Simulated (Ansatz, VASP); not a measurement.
# Mo in VASP and in Ansatz

```
Mo
1.0
     0.00000    1.85380    2.09560
     1.85380    0.00000    2.09560
     1.85380    1.85380    0.00000
Mo
1
Cartesian
  0.0000 0.0000 0.0000
```

Change from the starting cell: strain -0.080 along x and y, +0.040 along z, atoms carried along.

Alike in both runs: task single point; functional PBEsol; k mesh 20 × 20 × 20; occupations gaussian, width 0.15 eV; no spin polarisation.

|  | VASP | Ansatz |
| --- | --- | --- |
| version | VASP 6.6.1 | Ansatz 0.2.0 |
| potentials or method | VASP PAW PBE potentials, release 64 (Mo_sv), cutoff 520 eV | scalar-relativistic, plane waves, PAW |
| valence electrons in the cell | 14 | 14 |

Ansatz gave:

| Item | Value |
| --- | --- |
| gap on the k mesh at the Fermi level (eV) | none |
| pressure (GPa) | 23.8 |
| traceless stress, the component that is largest in VASP (GPa) | 5.55 |

Question: Estimate VASP's values.

Answer: gap on the k mesh at the Fermi level (eV): none; pressure (GPa): 24.5; traceless stress, the component that is largest in VASP (GPa): 5.49.

VASP's potentials were made for PBE, not for PBEsol. A gap of «none» marks a metal or a gap that the smearing closes. The functional is the same, so the differences come from potentials, cutoffs and numerics.
